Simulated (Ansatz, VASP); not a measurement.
Two plane-wave programs on KI

```xyz
2
Lattice="0.0000 3.5519 3.5519 3.5519 0.0000 3.5519 3.5519 3.5519 0.0000" Properties=species:S:1:pos:R:3 pbc="T T T"
K     0.0000    0.0000    0.0000
I     3.5519    3.5519    3.5519
```

Alike in both runs: task single point; functional PBE; k mesh 6 × 6 × 6; no spin polarisation.

```csv
,VASP,Ansatz
version,VASP 6.6.1,Ansatz 0.2.0
potentials or method,"VASP PAW PBE potentials, release 64 (K_sv, I)","plane waves, PAW"
plane-wave cutoff (eV),520,420
occupations,"gaussian, width 0.01 eV",fixed
valence electrons in the cell,16,26
```

```csv
,VASP,Ansatz,Ansatz less VASP
gap on the k mesh at the Fermi level (eV),3.93,3.93,+0.004
pressure (GPa),0.4,0.4,-0.03
```

VASP's potentials hold 16 valence electrons a cell and Ansatz's 26, so a difference there can come from the potentials and not from the codes.

Spin-orbit coupling is off throughout.
